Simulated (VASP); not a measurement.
# VCrC2 (R-3m) in VASP: single point with PBE

Aim: the single point of VCrC2 with PBE.

All numbers are computed with VASP 6.6.1; they aren't measurements. Logs are shortened: lines on timing, memory, paths and dates and some standing lists are left out, and cuts for length are marked.

### Step 1. The cell of the first run

The structure is trigonal, space group R-3m (No. 166). Conventional cell: a = 2.921 Å, b = 2.921 Å, c = 14.218 Å, α = 90.00°, β = 90.00°, γ = 120.00°. Within 2.7 Å of V (site symmetry -3m) lie 6 C at 2.07 Å. Within 2.7 Å of Cr (site symmetry -3m) lie 6 C at 2.05 Å. C (site symmetry 3m) has 3 Cr at 2.05 Å and 3 V at 2.07 Å within 2.7 Å.

### Step 2. Single point, PBE, collinear spin, ferromagnetic start

Input file INCAR:

```
ALGO = Normal
EDIFF = 1E-6
ENCUT = 520
GGA = PE
ISIF = 2
ISMEAR = 0
ISPIN = 2
LASPH = True
LCHARG = False
LMAXMIX = 4
LORBIT = 11
LREAL = False
LWAVE = False
MAGMOM = 2 3 0 0
NBANDS = 28
NELM = 150
PREC = Accurate
SIGMA = 0.1
```

Input file KPOINTS:

```
k-points
0
Gamma
  6 6 6
```

Input file POSCAR:

```
VCrC2
1.0
    1.4606320425      0.8432963029      4.7393853233
   -1.4606320425      0.8432963029      4.7393853233
    0.0000000000     -1.6865926058      4.7393853233
V Cr C
1 1 2
Direct
    0.0000000000      0.0000000000      0.0000000000
    0.5000000000      0.5000000000      0.5000000000
    0.7512410000      0.7512410000      0.7512410000
    0.2487590000      0.2487590000      0.2487590000
```

Potentials or basis: VASP PAW PBE potentials, release 64 (V_sv, Cr_pv, C).

On the command line:

```sh
$ cat potpaw_PBE.64/V_sv/POTCAR potpaw_PBE.64/Cr_pv/POTCAR potpaw_PBE.64/C/POTCAR > POTCAR
$ mpirun -np 1 vasp_std > vasp.out
```

OUTCAR:

```text
EDIFF = 1E-6
   ENCUT = 520
   GGA = PE
   ISIF = 2
   ISMEAR = 0
   ISPIN = 2
   LASPH = True
   LORBIT = 11
   LREAL = False
   NELM = 150
   PREC = Accurate

 ion  position               nearest neighbor table
   1  0.000  0.000  0.000-   3 2.07   4 2.07   3 2.07   3 2.07   4 2.07   4 2.07   2 2.91   2 2.91
                             2 2.91   2 2.91   2 2.91   2 2.91
   2  0.500  0.500  0.500-   4 2.05   3 2.05   4 2.05   4 2.05   3 2.05   3 2.05   1 2.91   1 2.91
                             1 2.91   1 2.91   1 2.91   1 2.91
   3  0.751  0.751  0.751-   2 2.05   2 2.05   2 2.05   1 2.07   1 2.07   1 2.07
   4  0.249  0.249  0.249-   2 2.05   2 2.05   2 2.05   1 2.07   1 2.07   1 2.07

  LATTYP: Found a trigonal (rhomboedric) cell.
 ALAT       =     5.0305434956
 COS(alpha) =     0.8313905832

  Lattice vectors:

 A1 = (   1.4606320425,   0.8432963029,   4.7393853233)
 A2 = (  -1.4606320425,   0.8432963029,   4.7393853233)
 A3 = (   0.0000000000,  -1.6865926058,   4.7393853233)

Analysis of symmetry for initial positions (statically):
=====================================================================
 Subroutine PRICEL returns:
 Original cell was already a primitive cell.

 Routine SETGRP: Setting up the symmetry group for a
 trigonal (rhombohedral) supercell.

 Subroutine GETGRP returns: Found 12 space group operations
 (whereof 12 operations were pure point group operations)
 out of a pool of 12 trial point group operations.

The static configuration has the point symmetry D_3d.

Analysis of symmetry for dynamics (positions and initial velocities):
=====================================================================
 Subroutine PRICEL returns:
 Original cell was already a primitive cell.

 Routine SETGRP: Setting up the symmetry group for a
 trigonal (rhombohedral) supercell.

 Subroutine GETGRP returns: Found 12 space group operations
 (whereof 12 operations were pure point group operations)
 out of a pool of 12 trial point group operations.

The dynamic configuration has the point symmetry D_3d.

Analysis of structural, dynamic, and magnetic symmetry:
=====================================================================
 Subroutine PRICEL returns:
 Original cell was already a primitive cell.

 Routine SETGRP: Setting up the symmetry group for a
 trigonal (rhombohedral) supercell.

 Subroutine GETGRP returns: Found 12 space group operations
 (whereof 12 operations were pure point group operations)
 out of a pool of 12 trial point group operations.

The overall configuration has the point symmetry D_3d.

 Subroutine INISYM returns: Found 12 space group operations
 (whereof 12 operations are pure point group operations),
 and found     1 'primitive' translations

----------------------------------------------------------------------------------------

                                     Primitive cell

  volume of cell :      35.0263

  direct lattice vectors                    reciprocal lattice vectors
     1.460632042  0.843296303  4.739385323     0.342317562  0.197637137  0.070332609
    -1.460632042  0.843296303  4.739385323    -0.342317562  0.197637137  0.070332609
     0.000000000 -1.686592606  4.739385323     0.000000000 -0.395274273  0.070332609

  length of vectors
     5.030543496  5.030543496  5.030543496     0.401482785  0.401482785  0.401482785

  position of ions in fractional coordinates (direct lattice)
     0.000000000  0.000000000  0.000000000
     0.500000000  0.500000000  0.500000000
     0.751241000  0.751241000  0.751241000
     0.248759000  0.248759000  0.248759000

  ion indices of the primitive-cell ions
   primitive index   ion index
                 1           1
                 2           2
                 3           3
                 4           4

----------------------------------------------------------------------------------------

 KPOINTS: k-points

Automatic generation of k-mesh.
 Grid dimensions read from file:
 generate k-points for:    6    6    6

 Generating k-lattice:

  Cartesian coordinates                     Fractional coordinates (reciprocal lattice)
     0.057052927  0.032939523  0.011722101     0.166666667  0.000000000  0.000000000
    -0.057052927  0.032939523  0.011722101     0.000000000  0.166666667  0.000000000
     0.000000000 -0.065879046  0.011722101     0.000000000  0.000000000  0.166666667

  Length of vectors
     0.066913798  0.066913798  0.066913798

  Shift w.r.t. Gamma in fractional coordinates (k-lattice)
     0.000000000  0.000000000  0.000000000

 Subroutine IBZKPT returns following result:
 ===========================================

 Found     32 irreducible k-points:

 Following reciprocal coordinates:
            Coordinates               Weight
  0.000000  0.000000  0.000000      1.000000
  0.166667  0.000000  0.000000      6.000000
  0.333333  0.000000  0.000000      6.000000
  0.500000  0.000000  0.000000      3.000000
  0.166667  0.166667  0.000000      6.000000
  0.333333  0.166667 -0.000000     12.000000
[... 16 lines left out ...]
  0.500000  0.500000  0.166667      6.000000
 -0.333333  0.500000  0.166667     12.000000
 [... further k-points ...]
   k-points           NKPTS =     32   k-points in BZ     NKDIM =     32   number of bands    NBANDS=     28
   number of dos      NEDOS =    301   number of ions     NIONS =      4
   total plane-waves  NPLWV =  64000
   dimension x,y,z NGX =    40 NGY =   40 NGZ =   40
   dimension x,y,z NGXF=    80 NGYF=   80 NGZF=   80
   ions per type =               1   1   2
   NGX,Y,Z   is equivalent  to a cutoff of  13.22, 13.22, 13.22 a.u.
   NGXF,Y,Z  is equivalent  to a cutoff of  26.44, 26.44, 26.44 a.u.
 SYSTEM =  unknown system
   PREC   = accura    normal or accurate (medium, high low for compatibility)
   ISTART =      0    job   : 0-new  1-cont  2-samecut
   ICHARG =      2    charge: 1-file 2-atom 10-const
   ISPIN  =      2    spin polarized calculation?
   LNONCOLLINEAR =      F non collinear calculations
   LSORBIT =      F    spin-orbit coupling
   LASPH  =      T    aspherical Exc in radial PAW
   ENCUT  =  520.0 eV  38.22 Ry    6.18 a.u.   9.35  9.35  9.35*2*pi/ulx,y,z
   NELM   =    150;   NELMIN=  2; NELMDL= -5     # of ELM steps
   EDIFF  = 0.1E-05   stopping-criterion for ELM
   LREAL  =      F    real-space projection
   EDIFFG = 0.1E-04   stopping-criterion for IOM
   NSW    =      0    number of steps for IOM
   IBRION =     -1    ionic relax: 0-MD 1-quasi-New 2-CG
   NFREE  =      0    steps in history (QN), initial steepest desc. (CG)
   ISIF   =      2    stress and relaxation
   ISYM   =      2    0-nonsym 1-usesym 2-fastsym
   POTIM  = 0.5000    time-step for ionic-motion
   TEBEG  =    0.0;   TEEND  =   0.0 temperature during run
   PSTRESS=    0.0 pullay stress
   NELECT =      33.0000    total number of electrons
   NUPDOWN=      -1.0000    fix difference up-down
   EMIN   =  10.00;   EMAX   =-10.00  energy-range for DOS
   EFERMI =   0.00;   METHOD = LEGACY
   ISMEAR =     0;   SIGMA  =   0.10  broadening in eV -4-tet -1-fermi 0-gaus
   EFERMI_NEDOS =   21; number of points for ismear=-14 and -15
   IALGO  =     38    algorithm
   IMIX   =      4    mixing-type and parameters
     AMIX     =   0.40;   BMIX     =  1.00
     AMIX_MAG =   1.60;   BMIX_MAG =  1.00
  volume/ion in A,a.u.               =       8.76        59.09
  Fermi-wavevector in a.u.,A,eV,Ry     =   1.604900  3.032822 35.044592  2.575705
  Thomas-Fermi vector in A             =   2.701332
   LORBIT       =     11    0 simple, 1 ext, 2 COOP (PROOUT), +10 PAW based schemes
   GGA     = PE    functional components
   LHFCALC =     F    Hartree Fock is set to
   AEXX    =    0.0000 exact exchange contribution
   IVDW    =     0    specifies the selected vdW correction
   LEPSILON=     F    determine dielectric tensor
   LRPA    =     F    only Hartree local field effects (RPA)
 spin polarized calculation
 Gauss-broadening in eV      SIGMA  =   0.10
  energy-cutoff  :      520.00
  volume of cell :       35.03
 maximum number of plane-waves:       966
 NGX is ok and might be reduce to    40
   NGX = 19   NGY = 19   NGZ = 19

 number of electron      32.9999997 magnetization       0.6642989

 Free energy of the ion-electron system (eV)
  ---------------------------------------------------
  ext. energy  EPLUGINS =         0.00000000
  ---------------------------------------------------
  free energy    TOTEN  =       -37.47268396 eV

  energy without entropy =      -37.45811840  energy(sigma->0) =      -37.46540118

 E-fermi :  11.0777     XC(G=0): -13.5636

 val. band max:       11.0717600255   @ k =   0.5000   0.5000   0.5000
 cond. band min:      11.0787960091   @ k =  -0.3333   0.1667   0.1667
 fundamental gap:      0.0070359836
 Fermi energy:        11.0777281582

 spin component 1

 k-point     1 :       0.0000    0.0000    0.0000
  band No.  band energies     occupation
      1     -53.8870      1.00000
      2     -33.0648      1.00000
      3     -32.9588      1.00000
      4     -32.9588      1.00000
      5     -27.7950      1.00000
      6     -27.5708      1.00000
[... 20 lines left out ...]
     27      19.2199      0.00000
[... 691 lines left out ...]
      6     -27.7374      1.00000
[... 20 lines left out ...]
     27      21.4064      0.00000
     28      23.3264      0.00000

 [... further k-points ...]

 spin component 2

 k-point     1 :       0.0000    0.0000    0.0000
  band No.  band energies     occupation
      1     -53.9140      1.00000
      2     -32.3037      1.00000
      3     -32.1061      1.00000
      4     -32.1061      1.00000
      5     -27.8333      1.00000
      6     -27.5922      1.00000
[... 20 lines left out ...]
     27      19.2350      0.00000
[... 691 lines left out ...]
      6     -27.7766      1.00000
[... 20 lines left out ...]
     27      21.4411      0.00000
     28      23.4529      0.00000

 [... further k-points ...]

------------------------ aborting loop because EDIFF is reached ----------------------------------------

  FORCE on cell =-STRESS in cart. coord.  units (eV):
  Direction    XX          YY          ZZ          XY          YZ          ZX
  --------------------------------------------------------------------------------------
  -------------------------------------------------------------------------------------
  Total       -0.1887105     -0.1887105     -0.4265325     -0.0000000     -0.0000000      0.0000000
  in kB       -8.6320162     -8.6320162    -19.5105025     -0.0000000     -0.0000000      0.0000000
  external PRESSURE =     -12.2581783 kB  Pullay stress =       0.0000000 kB

 VOLUME and BASIS-vectors are now :
 -----------------------------------------------------------------------------
  energy-cutoff  :      520.00
  volume of cell :       35.03
      direct lattice vectors                 reciprocal lattice vectors
     1.460632042  0.843296303  4.739385323     0.342317562  0.197637137  0.070332609
    -1.460632042  0.843296303  4.739385323    -0.342317562  0.197637137  0.070332609
     0.000000000 -1.686592606  4.739385323     0.000000000 -0.395274273  0.070332609

 POSITION                                       TOTAL-FORCE (eV/Angst)
 -----------------------------------------------------------------------------------
      0.00000      0.00000      0.00000        -0.000000      0.000000     -0.000000
      0.00000      0.00000      7.10908         0.000000      0.000000     -0.000000
      0.00000      0.00000     10.68126        -0.000000     -0.000000      0.065333
      0.00000      0.00000      3.53689        -0.000000     -0.000000     -0.065333
 -----------------------------------------------------------------------------------
    total drift:                                0.000000      0.000000      0.000000

  FREE ENERGIE OF THE ION-ELECTRON SYSTEM (eV)
  ---------------------------------------------------
  free  energy   TOTEN  =       -37.4726839552 eV

  energy  without entropy=      -37.4581184026  energy(sigma->0) =      -37.46540118

 total charge

# of ion       s       p       d       tot
------------------------------------------
    1        2.265   6.326   3.180  11.771
    2        0.332   6.446   4.323  11.101
    3        0.894   1.525   0.000   2.420
    4        0.894   1.525   0.000   2.420
--------------------------------------------------
tot          4.385  15.823   7.504  27.712

 magnetization (x)

# of ion       s       p       d       tot
------------------------------------------
    1       -0.002  -0.005  -0.026  -0.033
    2        0.004   0.005   0.771   0.781
    3       -0.004  -0.030   0.000  -0.033
    4       -0.004  -0.030   0.000  -0.033
--------------------------------------------------
tot         -0.005  -0.059   0.745   0.681
```

It took 3.1 min on 1 thread of AMD EPYC 7R13 (Zen 3), shared host; peak memory 0.27 GiB.

Results:

| Property | Result |
| --- | --- |
| Free energy | -37.4727 eV |
| Pressure | -1.2 GPa |
| Largest force | 0.065 eV/Å |
| Net moment | 0.66 μB per cell |
| Site moments | V -0.03; Cr +0.78; C -0.03 μB |
| Valence electrons inside the program's atomic spheres | V 11.77; Cr 11.10; C 2.42 |

Forces on the atoms (eV/Å):
```
V    0.000  0.000  0.000
Cr   0.000  0.000  0.000
C    0.000  0.000  0.065
C    0.000  0.000 -0.065
```

Caveat: the k points lie up to 0.42 Å⁻¹ apart.
